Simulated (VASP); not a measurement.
# KI in VASP: further runs

KI is run at these levels: PBEsol; tasks: single point.

All numbers are computed with VASP 6.6.1; they aren't measurements. Logs are shortened: lines on timing, memory, paths and dates and some standing lists are left out, and cuts for length are marked.

### 1 The cell of the first run

Symmetry: Pm-3m, No. 221, cubic system. The conventional cell has a = 4.634 Å, b = 4.634 Å, c = 4.634 Å, α = 90.00°, β = 90.00°, γ = 90.00°. Within 5.3 Å of K (site symmetry m-3m) lie 8 I at 4.01 Å and 6 K at 4.63 Å. I (site symmetry m-3m) has 8 K at 4.01 Å and 6 I at 4.63 Å within 5.3 Å.

### 2 Single point, PBEsol (strain +0.080 along x and y, +0.080 along z)

File INCAR:

```
SYSTEM = KI
  ALGO = Normal
  EDIFF = 1E-6
  ENCUT = 520
  GGA = PS
  ISIF = 2
  ISMEAR = 0
  LASPH = .True.
  LCHARG = .False.
  LREAL = .False.
  LWAVE = .False.
  NBANDS = 15
  NELM = 80
  PREC = Accurate
  SIGMA = 0.05
```

File KPOINTS:

```
k-points
0
Gamma
  6 6 6
  0 0 0
```

File POSCAR:

```
KI
1.0
    4.6344923928      0.0000000000      0.0000000000
    0.0000000000      4.6344923928      0.0000000000
    0.0000000000      0.0000000000      4.6344923928
K I
1 1
Direct
    0.0000000000      0.0000000000      0.0000000000
    0.5000000000      0.5000000000      0.5000000000
```

Potentials or basis: VASP PAW PBE potentials, release 64 (K_sv, I).

Started as:

```sh
cat potpaw_PBE.64/K_sv/POTCAR potpaw_PBE.64/I/POTCAR > POTCAR
mpirun -np 1 vasp_std > vasp.out
```

OUTCAR:

```text
SYSTEM = KI
   EDIFF = 1E-6
   ENCUT = 520
   GGA = PS
   ISIF = 2
   ISMEAR = 0
   LASPH = .True.
   LREAL = .False.
   NELM = 80
   PREC = Accurate

 ion  position               nearest neighbor table
   1  0.000  0.000  0.000-
   2  0.500  0.500  0.500-

  LATTYP: Found a simple cubic cell.
 ALAT       =     4.6344923928

  Lattice vectors:

 A1 = (   4.6344923928,   0.0000000000,   0.0000000000)
 A2 = (   0.0000000000,   4.6344923928,   0.0000000000)
 A3 = (   0.0000000000,   0.0000000000,   4.6344923928)

Analysis of symmetry for initial positions (statically):
=====================================================================
 Subroutine PRICEL returns:
 Original cell was already a primitive cell.

 Routine SETGRP: Setting up the symmetry group for a
 simple cubic supercell.

 Subroutine GETGRP returns: Found 48 space group operations
[... 9 lines left out ...]

 Routine SETGRP: Setting up the symmetry group for a
 simple cubic supercell.

 Subroutine GETGRP returns: Found 48 space group operations
[... 11 lines left out ...]
                                     Primitive cell

  volume of cell :      99.5420

  direct lattice vectors                    reciprocal lattice vectors
     4.634492393  0.000000000  0.000000000     0.215773361  0.000000000  0.000000000
     0.000000000  4.634492393  0.000000000     0.000000000  0.215773361  0.000000000
     0.000000000  0.000000000  4.634492393     0.000000000  0.000000000  0.215773361

  length of vectors
     4.634492393  4.634492393  4.634492393     0.215773361  0.215773361  0.215773361

  position of ions in fractional coordinates (direct lattice)
     0.000000000  0.000000000  0.000000000
     0.500000000  0.500000000  0.500000000

  ion indices of the primitive-cell ions
   primitive index   ion index
                 1           1
                 2           2

----------------------------------------------------------------------------------------

 KPOINTS: k-points

Automatic generation of k-mesh.
 Grid dimensions read from file:
 generate k-points for:    6    6    6

 Generating k-lattice:

  Cartesian coordinates                     Fractional coordinates (reciprocal lattice)
     0.035962227  0.000000000  0.000000000     0.166666667  0.000000000  0.000000000
     0.000000000  0.035962227  0.000000000     0.000000000  0.166666667  0.000000000
     0.000000000  0.000000000  0.035962227     0.000000000  0.000000000  0.166666667

  Length of vectors
     0.035962227  0.035962227  0.035962227

  Shift w.r.t. Gamma in fractional coordinates (k-lattice)
     0.000000000  0.000000000  0.000000000

 Subroutine IBZKPT returns following result:
 ===========================================

 Found     20 irreducible k-points:

 Following reciprocal coordinates:
            Coordinates               Weight
  0.000000  0.000000  0.000000      1.000000
  0.166667  0.000000  0.000000      6.000000
  0.333333  0.000000  0.000000      6.000000
  0.500000  0.000000  0.000000      3.000000
  0.166667  0.166667  0.000000     12.000000
  0.333333  0.166667  0.000000     24.000000
[... 12 lines left out ...]
  0.500000  0.500000  0.333333      6.000000
  0.500000  0.500000  0.500000      1.000000
   k-points           NKPTS =     20   k-points in BZ     NKDIM =     20   number of bands    NBANDS=     15
   number of dos      NEDOS =    301   number of ions     NIONS =      2
   total plane-waves  NPLWV =  46656
   dimension x,y,z NGX =    36 NGY =   36 NGZ =   36
   dimension x,y,z NGXF=    72 NGYF=   72 NGZF=   72
   ions per type =               1   1
   NGX,Y,Z   is equivalent  to a cutoff of  12.91, 12.91, 12.91 a.u.
   NGXF,Y,Z  is equivalent  to a cutoff of  25.83, 25.83, 25.83 a.u.
 SYSTEM =  KI
   PREC   = accura    normal or accurate (medium, high low for compatibility)
   ISTART =      0    job   : 0-new  1-cont  2-samecut
   ICHARG =      2    charge: 1-file 2-atom 10-const
   ISPIN  =      1    spin polarized calculation?
   LNONCOLLINEAR =      F non collinear calculations
   LSORBIT =      F    spin-orbit coupling
   LASPH  =      T    aspherical Exc in radial PAW
   ENCUT  =  520.0 eV  38.22 Ry    6.18 a.u.   8.62  8.62  8.62*2*pi/ulx,y,z
   NELM   =     80;   NELMIN=  2; NELMDL= -5     # of ELM steps
   EDIFF  = 0.1E-05   stopping-criterion for ELM
   LREAL  =      F    real-space projection
   EDIFFG = 0.1E-04   stopping-criterion for IOM
   NSW    =      0    number of steps for IOM
   IBRION =     -1    ionic relax: 0-MD 1-quasi-New 2-CG
   NFREE  =      0    steps in history (QN), initial steepest desc. (CG)
   ISIF   =      2    stress and relaxation
   ISYM   =      2    0-nonsym 1-usesym 2-fastsym
   POTIM  = 0.5000    time-step for ionic-motion
   TEBEG  =    0.0;   TEEND  =   0.0 temperature during run
   PSTRESS=    0.0 pullay stress
   NELECT =      16.0000    total number of electrons
   NUPDOWN=      -1.0000    fix difference up-down
   EMIN   =  10.00;   EMAX   =-10.00  energy-range for DOS
   EFERMI =   0.00;   METHOD = LEGACY
   ISMEAR =     0;   SIGMA  =   0.05  broadening in eV -4-tet -1-fermi 0-gaus
   EFERMI_NEDOS =   21; number of points for ismear=-14 and -15
   IALGO  =     38    algorithm
   IMIX   =      4    mixing-type and parameters
     AMIX     =   0.40;   BMIX     =  1.00
     AMIX_MAG =   1.60;   BMIX_MAG =  1.00
  volume/ion in A,a.u.               =      49.77       335.87
  Fermi-wavevector in a.u.,A,eV,Ry     =   0.890115  1.682073 10.779953  0.792304
  Thomas-Fermi vector in A             =   2.011763
   LORBIT       =      0    0 simple, 1 ext, 2 COOP (PROOUT), +10 PAW based schemes
   GGA     = PS    functional components
   LHFCALC =     F    Hartree Fock is set to
   AEXX    =    0.0000 exact exchange contribution
   IVDW    =     0    specifies the selected vdW correction
   LEPSILON=     F    determine dielectric tensor
   LRPA    =     F    only Hartree local field effects (RPA)
 non-spin polarized calculation
 Gauss-broadening in eV      SIGMA  =   0.05
  energy-cutoff  :      520.00
  volume of cell :       99.54
 maximum number of plane-waves:      2730
 NGX is ok and might be reduce to    36
   NGX = 17   NGY = 17   NGZ = 17

 number of electron      16.0000002 magnetization

 Free energy of the ion-electron system (eV)
  ---------------------------------------------------
  ext. energy  EPLUGINS =         0.00000000
  ---------------------------------------------------
  free energy    TOTEN  =        -5.53032869 eV

  energy without entropy =       -5.53032869  energy(sigma->0) =       -5.53032869

 E-fermi :  -0.2033     XC(G=0):  -6.9427

 val. band max:       -0.4979214311   @ k =   0.5000   0.5000   0.0000
 cond. band min:       2.2609967930   @ k =   0.0000   0.0000   0.0000
 fundamental gap:      2.7589182241
 Fermi energy:        -0.2033033091

 k-point     1 :       0.0000    0.0000    0.0000
  band No.  band energies     occupation
      1     -29.9998      2.00000
      2     -13.5084      2.00000
      3     -13.5084      2.00000
      4     -13.5084      2.00000
      5     -11.2031      2.00000
      6      -0.7493      2.00000
      7      -0.7493      2.00000
      8      -0.7493      2.00000
      9       2.2610      0.00000
     10       4.5236      0.00000
     11       4.5236      0.00000
     12       7.5614      0.00000
     13       7.5614      0.00000
     14       7.5614      0.00000
     15       9.3550      0.00000

 k-point     2 :       0.1667    0.0000    0.0000
  band No.  band energies     occupation
      1     -29.9995      2.00000
      2     -13.5222      2.00000
      3     -13.5073      2.00000
      4     -13.5073      2.00000
      5     -11.1728      2.00000
      6      -1.1878      2.00000
      7      -0.7303      2.00000
      8      -0.7303      2.00000
      9       2.7519      0.00000
     10       4.6920      0.00000
     11       4.9293      0.00000
     12       7.4728      0.00000
     13       7.4728      0.00000
     14       7.6524      0.00000
     15       8.6000      0.00000

 k-point     3 :       0.3333    0.0000    0.0000
  band No.  band energies     occupation
      1     -29.9987      2.00000
      2     -13.5492      2.00000
      3     -13.5052      2.00000
      4     -13.5052      2.00000
      5     -11.1113      2.00000
      6      -1.8324      2.00000
      7      -0.6917      2.00000
      8      -0.6917      2.00000
      9       3.6649      0.00000
     10       5.1771      0.00000
     11       5.5362      0.00000
     12       7.3580      0.00000
     13       7.4092      0.00000
     14       7.4092      0.00000
     15       7.8653      0.00000

 k-point     4 :       0.5000    0.0000    0.0000
  band No.  band energies     occupation
      1     -29.9983      2.00000
      2     -13.5625      2.00000
      3     -13.5042      2.00000
      4     -13.5042      2.00000
      5     -11.0802      2.00000
      6      -2.0945      2.00000
      7      -0.6720      2.00000
      8      -0.6720      2.00000
      9       4.3266      0.00000
     10       5.3917      0.00000
     11       5.6905      0.00000
     12       6.5580      0.00000
     13       7.6245      0.00000
     14       7.6690      0.00000
     15       7.6811      0.00000
[... 235 lines left out ...]
 k-point    18 :       0.5000    0.3333    0.3333
  band No.  band energies     occupation
      1     -29.9961      2.00000
      2     -13.5417      2.00000
      3     -13.5305      2.00000
      4     -13.5294      2.00000
      5     -10.9818      2.00000
      6      -1.6740      2.00000
      7      -1.4013      2.00000
      8      -1.3968      2.00000
      9       4.4260      0.00000
     10       4.9955      0.00000
     11       5.3866      0.00000
     12       6.6378      0.00000
     13       7.3007      0.00000
     14       7.3968      0.00000
     15       8.4200      0.00000

 k-point    19 :       0.5000    0.5000    0.3333
  band No.  band energies     occupation
      1     -29.9958      2.00000
      2     -13.5393      2.00000
      3     -13.5393      2.00000
      4     -13.5286      2.00000
      5     -10.9621      2.00000
      6      -1.6262      2.00000
      7      -1.6262      2.00000
      8      -1.3692      2.00000
      9       4.3723      0.00000
     10       5.1380      0.00000
     11       5.1380      0.00000
     12       6.9047      0.00000
     13       7.5292      0.00000
     14       7.5292      0.00000
     15       7.9909      0.00000

 k-point    20 :       0.5000    0.5000    0.5000
  band No.  band energies     occupation
      1     -29.9954      2.00000
      2     -13.5378      2.00000
      3     -13.5378      2.00000
      4     -13.5378      2.00000
      5     -10.9405      2.00000
      6      -1.6000      2.00000
      7      -1.6000      2.00000
      8      -1.6000      2.00000
      9       4.8929      0.00000
     10       4.8929      0.00000
     11       4.8929      0.00000
     12       7.3731      0.00000
     13       7.5011      0.00000
     14       7.5011      0.00000
     15       7.5011      0.00000

------------------------ aborting loop because EDIFF is reached ----------------------------------------

  FORCE on cell =-STRESS in cart. coord.  units (eV):
  Direction    XX          YY          ZZ          XY          YZ          ZX
  --------------------------------------------------------------------------------------
  -------------------------------------------------------------------------------------
  Total       -1.2674682     -1.2674682     -1.2674682     -0.0000000      0.0000000     -0.0000000
  in kB      -20.4005156    -20.4005156    -20.4005156     -0.0000000      0.0000000     -0.0000000
  external PRESSURE =     -20.4005156 kB  Pullay stress =       0.0000000 kB

 VOLUME and BASIS-vectors are now :
 -----------------------------------------------------------------------------
  energy-cutoff  :      520.00
  volume of cell :       99.54
      direct lattice vectors                 reciprocal lattice vectors
     4.634492393  0.000000000  0.000000000     0.215773361  0.000000000  0.000000000
     0.000000000  4.634492393  0.000000000     0.000000000  0.215773361  0.000000000
     0.000000000  0.000000000  4.634492393     0.000000000  0.000000000  0.215773361

 POSITION                                       TOTAL-FORCE (eV/Angst)
 -----------------------------------------------------------------------------------
      0.00000      0.00000      0.00000         0.000000      0.000000      0.000000
      2.31725      2.31725      2.31725         0.000000      0.000000      0.000000
 -----------------------------------------------------------------------------------
    total drift:                               -0.000000      0.000000      0.000000

  FREE ENERGIE OF THE ION-ELECTRON SYSTEM (eV)
  ---------------------------------------------------
  free  energy   TOTEN  =        -5.5303286901 eV

  energy  without entropy=       -5.5303286901  energy(sigma->0) =       -5.53032869
```

Wall time 25 s (1 thread of AMD EPYC 9R45 (Zen 5), shared host); peak memory 0.18 GiB.

What came out:

* Free energy: -5.5303 eV
* Pressure: -2.0 GPa
* Band gap on the k mesh: 2.76 eV, indirect (least direct gap 3.01 eV)

Levels at points of the mesh, in eV from the valence-band top:
```tsv
k point	band 5	band 6	band 7	band 8	band 9	band 10	band 11	band 12
(0.00, 0.00, 0.00)	-10.71	-0.25	-0.25	-0.25	2.76	5.02	5.02	8.06
(0.50, 0.00, 0.00)	-10.58	-1.60	-0.17	-0.17	4.82	5.89	6.19	7.06
(0.50, 0.50, 0.00)	-10.53	-1.20	-1.20	0.00	3.95	5.51	6.75	6.75
(0.50, 0.50, 0.50)	-10.44	-1.10	-1.10	-1.10	5.39	5.39	5.39	7.87
```

Caveat: the cell differs from its parent crystal (strain +0.080 along x and y, +0.080 along z); the PAW data sets were made with another functional, which shifts forces and pressure a little; spin-orbit coupling is left out, which moves the levels of the heavy elements. A k mesh can miss the band edges.

(Part 1 of 3 ends here.)
